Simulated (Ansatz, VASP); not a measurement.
**CdTe: VASP beside Ansatz**

```xyz
6
Lattice="4.5307 0.0000 0.0000 0.0000 6.4074 0.0000 0.0000 0.0000 15.9058" Properties=species:S:1:pos:R:3 pbc="T T T"
Cd    1.1327    0.5337    6.2019
Cd    3.3980    4.3047    7.9529
Cd    1.1327    0.5338    9.7038
Te    3.3980    5.6046    5.5000
Te    1.1327    2.6407    7.9529
Te    3.3980    5.6047   10.4058
```

Alike in both runs: task single point; functional LDA; k mesh 7 × 5 × 1; occupations fermi-dirac, width 0.02 eV; no spin polarisation.

|  | VASP | Ansatz |
| --- | --- | --- |
| version | VASP 6.6.1 | Ansatz 0.2.0 |
| potentials or method | VASP PAW LDA potentials, release 64 (Cd, Te) | PAW with Ansatz's default frozen-core files, scalar-relativistic |
| plane-wave cutoff (eV) | 520 | 420 |
| valence electrons in the cell | 54 | 108 |

|  | VASP | Ansatz | Ansatz less VASP |
| --- | --- | --- | --- |
| gap on the k mesh at the Fermi level (eV) | 1.47 | 1.46 | -0.014 |
| rms of the force components (eV/Å) | 0.024 | 0.003 | -0.0202 |

LDA's correlation is that of Perdew and Zunger in VASP and of Perdew and Wang (1992) in Ansatz. VASP's potentials hold 54 valence electrons a cell and Ansatz's 108, so a difference there can come from the potentials and not from the codes. Ansatz's warnings: vacuum density over bound.

Neither program's run includes spin-orbit coupling.
